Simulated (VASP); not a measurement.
AlN, 2 atoms in the cell. It takes space group Imm2 (No. 44, orthorhombic). The conventional cell has a = 3.094 Å, b = 3.133 Å, c = 4.403 Å, α = 90.00°, β = 90.00°, γ = 90.00°. Within 2.5 Å of Al (site symmetry mm2) lie 4 N at 1.90 to 1.91 Å. Within 2.5 Å of N (site symmetry mm2) lie 4 Al at 1.90 to 1.91 Å.  This cell differs from its parent crystal: strain +0.0125 x Voigt [0, 0, 0, 1, 0, 0].

```yaml
Program: VASP 6.6.1
Task: single point
Functional: PBE
Potentials_or_basis: VASP PAW PBE potentials, release 64 (Al, N)
Cutoff: 520 eV
k_mesh: 10 × 10 × 10
Occupations: gaussian, width 0.05 eV
Spin: no spin polarisation
Dipole_correction: no
Further_INCAR_settings: ALGO = Normal; EDIFF = 1e-07; NBANDS = 11
```

Potentials or basis: VASP PAW PBE potentials, release 64 (Al, N).

Run with:

```sh
$ cat potpaw_PBE.64/Al/POTCAR potpaw_PBE.64/N/POTCAR > POTCAR
$ mpirun -np 1 vasp_std > vasp.out
```

Hardware: 1 thread of Intel(R) Xeon(R) Platinum 8488C (Sapphire Rapids), with other jobs on the host.

Question: Estimate the wall time of this run.

Answer: It took 15 s on 1 thread of Intel(R) Xeon(R) Platinum 8488C (Sapphire Rapids), with other jobs on the host, peak memory 0.16 GiB. Counts: scf iterations 13, k points 171.
